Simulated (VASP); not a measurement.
A run of VASP 6.6.1:

POSCAR

```
AlRu
1.0
    3.0034056400      0.0000000000      0.0000000000
    0.0000000000      3.0034056400      0.0000000000
    0.0000000000      0.0000000000      3.0034056400
Al Ru
1 1
Direct
    0.0000000000      0.0000000000      0.0000000000
    0.5000000000      0.5000000000      0.5000000000
```

The input INCAR.step1:

```
SYSTEM = AlRu
PREC = Accurate
ENCUT = 520
ISMEAR = -1
SIGMA = 0.1
LREAL = .FALSE.
LASPH = .TRUE.
NELM = 100
NBANDS = 16
GGA = PE
ALGO = Normal
EDIFF = 1E-4
LWAVE = .TRUE.
LCHARG = .FALSE.
```

INCAR.step2

```
SYSTEM = AlRu
PREC = Accurate
ENCUT = 520
EDIFF = 1E-6
ISMEAR = -1
SIGMA = 0.1
LREAL = .FALSE.
LASPH = .TRUE.
NELM = 100
ALGO = Normal
ISIF = 2
LWAVE = .FALSE.
LCHARG = .FALSE.
METAGGA = R2SCAN
LMIXTAU = .TRUE.
NBANDS = 16
ISTART = 1
```

KPOINTS

```
Automatic mesh
0
G
  11 11 11
  0 0 0
```

Potentials or basis: VASP PAW PBE potentials, release 64 (Al, Ru_pv).

Run with:

```bash
$ cat potpaw_PBE.64/Al/POTCAR potpaw_PBE.64/Ru_pv/POTCAR > POTCAR
$ cp INCAR.step1 INCAR
$ mpirun -np 1 vasp_std > vasp.out
$ cp INCAR.step2 INCAR
$ mpirun -np 1 vasp_std > vasp.out
```

Hardware: 1 thread of Intel(R) Xeon(R) Platinum 8259CL CPU @ 2.50GHz (Skylake/Cascade Lake), on a shared host.

Question: Estimate the wall time of this run.

Answer: Run time: 42 s on 1 thread of Intel(R) Xeon(R) Platinum 8259CL CPU @ 2.50GHz (Skylake/Cascade Lake) (shared host), peak memory 0.15 GiB. Counts: k points 56.
